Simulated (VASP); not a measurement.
Set up this calculation in VASP 6.6.1, as the native input.

```yaml
Task: single point
Functional: r2SCAN
Potentials_or_basis: VASP PAW PBE potentials, release 64 (Pb_d, Te)
Cutoff: 520 eV
k_mesh: 6 × 6 × 4
Occupations: gaussian, width 0.01 eV
Spin: no spin polarisation
Dipole_correction: no
Further_INCAR_settings: ALGO = Normal; EDIFF = 1e-06; NBANDS = 28
```

The system is TePb.

```xyz
4
Lattice="5.4984 -0.0564 0.0000 -2.7980 4.7899 0.0000 0.0000 0.0000 6.5754" Properties=species:S:1:pos:R:3 pbc="T T T"
Pb   -0.0281    3.1748   -0.4080
Pb    2.7285    1.5588    2.8797
Te   -0.0164    3.1748    2.8738
Te    2.7168    1.5588    6.1614
```

This cell differs from its parent crystal: shear xy strain -2.0%.

One way to write it, as run:

POSCAR

```
TePb
1.0
    5.4984073906     -0.0563586758      0.0000000000
   -2.7980117402      4.7899398185      0.0000000000
    0.0000000000      0.0000000000      6.5753564573
Pb Te
2 2
Direct
    0.3341748547      0.6667299691     -0.0620495095
    0.6658251453      0.3332700309      0.4379504905
    0.3363226412      0.6667574605      0.4370495095
    0.6636773588      0.3332425395      0.9370495095
```

INCAR.step1

```
SYSTEM = TePb
ALGO     = Normal         ! electronic algorithm
EDIFF    = 1E-4           ! SCF threshold, eV
ENCUT    = 520            ! plane-wave cutoff, eV
GGA      = PE             ! functional
ISMEAR   = 0              ! smearing method
LASPH    = .True.         ! aspherical terms in the spheres
LCHARG   = .False.        ! write CHGCAR
LREAL    = .False.        ! projectors in reciprocal space
LWAVE    = .True.         ! write WAVECAR
NBANDS   = 28             ! bands
NELM     = 100            ! most SCF steps
PREC     = Accurate       ! precision mode
SIGMA    = 0.01           ! smearing width, eV
```

INCAR.step2

```
SYSTEM = TePb
ALGO     = Normal         ! electronic algorithm
EDIFF    = 1E-6           ! SCF threshold, eV
ENCUT    = 520            ! plane-wave cutoff, eV
ISIF     = 2              ! what is computed and relaxed
ISMEAR   = 0              ! smearing method
ISTART   = 1            
LASPH    = .True.         ! aspherical terms in the spheres
LCHARG   = .False.        ! write CHGCAR
LMIXTAU  = .True.       
LREAL    = .False.        ! projectors in reciprocal space
LWAVE    = .False.        ! write WAVECAR
METAGGA  = R2SCAN         ! meta-GGA
NBANDS   = 28             ! bands
NELM     = 100            ! most SCF steps
PREC     = Accurate       ! precision mode
SIGMA    = 0.01           ! smearing width, eV
```

KPOINTS

```
k-points
0
Gamma
  6 6 4
  0 0 0
```

Potentials or basis: VASP PAW PBE potentials, release 64 (Pb_d, Te).

The run is started by

```sh
$ cat potpaw_PBE.64/Pb_d/POTCAR potpaw_PBE.64/Te/POTCAR > POTCAR
$ cp INCAR.step1 INCAR
$ mpirun -np 1 vasp_std > vasp.out
$ cp INCAR.step2 INCAR
$ mpirun -np 1 vasp_std > vasp.out
```

Results of the run:

```yaml
Pressure: 0.0 GPa
Band_gap_on_the_k_mesh: 1.39 eV, direct
```

Caveat: the cell differs from its parent crystal (shear xy strain -2.0%); the PAW data sets were made with another functional, which shifts forces and pressure a little; spin-orbit coupling is left out, which moves the levels of the heavy elements.

It took 6.6 min on 1 thread of Intel(R) Xeon(R) 6975P-C (Granite Rapids) (shared host), peak memory 0.48 GiB.
